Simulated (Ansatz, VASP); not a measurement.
CrO2: VASP beside Ansatz

```xyz
6
Lattice="4.4210 0.0000 0.0000 0.0000 4.4210 0.0000 0.0000 0.0000 2.9170" Properties=species:S:1:pos:R:3 pbc="T T T"
Cr    0.0000    0.0000    0.0000
Cr    2.2105    2.2105    1.4585
O     1.3307    1.3307    0.0000
O     0.8798    3.5412    1.4585
O     3.0903    3.0903    0.0000
O     3.5412    0.8798    1.4585
```

Alike in both runs: task single point; functional PBE; k mesh 5 × 5 × 7; occupations methfessel-paxton of order 1, width 0.2 eV; collinear spin; Hubbard terms Cr d U = 3.0 eV.

|  | VASP | Ansatz |
| --- | --- | --- |
| version | VASP 6.6.1 | Ansatz 0.2.0 |
| potentials or method | VASP PAW PBE potentials, release 64 (Cr_pv, O), cutoff 600 eV | plane waves, PAW |
| valence electrons in the cell | 48 | 52 |

|  | VASP | Ansatz | Ansatz less VASP |
| --- | --- | --- | --- |
| gap on the k mesh at the Fermi level (eV) | none | none | - |
| net moment per atom (μB) | 0.67 | 0.67 | 0.000 |
| size of the moment on the site where the two differ most (μB) | 2.33 | 1.94 | -0.386 |

Site moments also hang on the region over which each program counts them. The programs project onto different local orbitals, so the same U acts differently, and such runs can settle in different states. A gap of «none» marks a metal or a gap that the smearing closes. VASP's potentials hold 48 valence electrons a cell and Ansatz's 52, so a difference there can come from the potentials and not from the codes. Ansatz's warnings: filled band counts differ across k points, moment headroom below auto, stability check not made.
